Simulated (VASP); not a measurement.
Wanted: the native input for a VASP 6.6.1 run.

| Quantity | Value |
| --- | --- |
| Task | relaxation of the atoms |
| Functional | PBEsol |
| Potentials or basis | VASP PAW PBE potentials, release 64 (Mg, S) |
| Cutoff | 520 eV |
| k mesh | 6 × 6 × 6 |
| Occupations | gaussian, width 0.02 eV |
| Spin | no spin polarisation |
| Dipole correction | no |
| Further INCAR settings | ALGO = Normal; EDIFF = 1e-07; IBRION = 2; EDIFFG = -0.002; NSW = 60 |

The structure of MgS (e600) lies in POSCAR:

```
MgS
1.0
    0.0000000000      2.8539585520      2.8087473274
    2.8539585520      0.0000000000      2.8087473274
    2.8539585520      2.8539585520      0.0000000000
Mg S
1 1
Direct
    0.0000000000      0.0000000000      0.0000000000
    0.2500000000      0.2500000000      0.2500000000
```

This cell differs from its parent crystal: strained cell.

These files were run (other wordings do the same):

INCAR

```
ALGO     = Normal         # electronic algorithm
EDIFF    = 1E-7           # SCF threshold, eV
EDIFFG   = -0.002         # ionic threshold
ENCUT    = 520            # plane-wave cutoff, eV
GGA      = PS             # functional
GGA_COMPAT= False        
IBRION   = 2              # ionic algorithm
ISIF     = 2              # what is computed and relaxed
ISMEAR   = 0              # smearing method
LASPH    = True           # aspherical terms in the spheres
LCHARG   = False          # write CHGCAR
LREAL    = False          # projectors in reciprocal space
LWAVE    = False          # write WAVECAR
NELM     = 120            # most SCF steps
NELMIN   = 4            
NSW      = 60             # ionic steps
PREC     = Accurate       # precision mode
SIGMA    = 0.02           # smearing width, eV
```

KPOINTS

```
k-points
0
Gamma
  6 6 6
```

Potentials or basis: VASP PAW PBE potentials, release 64 (Mg, S).

The run is started by

```console
$ cat potpaw_PBE.64/Mg/POTCAR potpaw_PBE.64/S/POTCAR > POTCAR
$ mpirun -np 1 vasp_std > vasp.out
```

It gave:

```yaml
Pressure_after_relaxing: -0.9 GPa
Band_gap_on_the_k_mesh: 3.23 eV, direct
```

Caveat: the cell differs from its parent crystal (strained cell); the relaxation stopped at its first step, so nothing moved; the PAW data sets were made with another functional, which shifts forces and pressure a little.

Run time: 12 s on 1 thread of Intel(R) Xeon(R) Platinum 8375C CPU @ 2.90GHz (Ice Lake) (shared host), peak memory 0.17 GiB.
